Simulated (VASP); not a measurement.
CdS:

```xyz
2
Lattice="0.0000 2.7268 2.7268 2.7268 0.0000 2.7268 2.7268 2.7268 0.0000" Properties=species:S:1:pos:R:3 pbc="T T T"
Cd    0.0000    0.0000    0.0000
S     2.7268    2.7268    2.7268
```

Program: VASP 6.6.1. Alike in all runs: task single point; potentials or basis VASP PAW PBE potentials, release 64 (Cd, S); no spin polarisation; cell as given; cutoff (eV) 520; smearing gaussian 0.01 eV.

Order these runs on this cell by their pressure, lowest first.
A. level PBEsol; k mesh 6 × 6 × 6
B. level PBE; k mesh 4 × 4 × 4
C. level HSE06; k mesh 4 × 4 × 4; grid for exact exchange (PRECFOCK) Normal; screening parameter 0.2079 1/Å

A (-1.9 GPa), C (0.7 GPa), B (2.6 GPa).

Caveats: some runs use coarse meshes; the PAW data sets were made with another functional, which shifts forces and pressure a little (some runs).
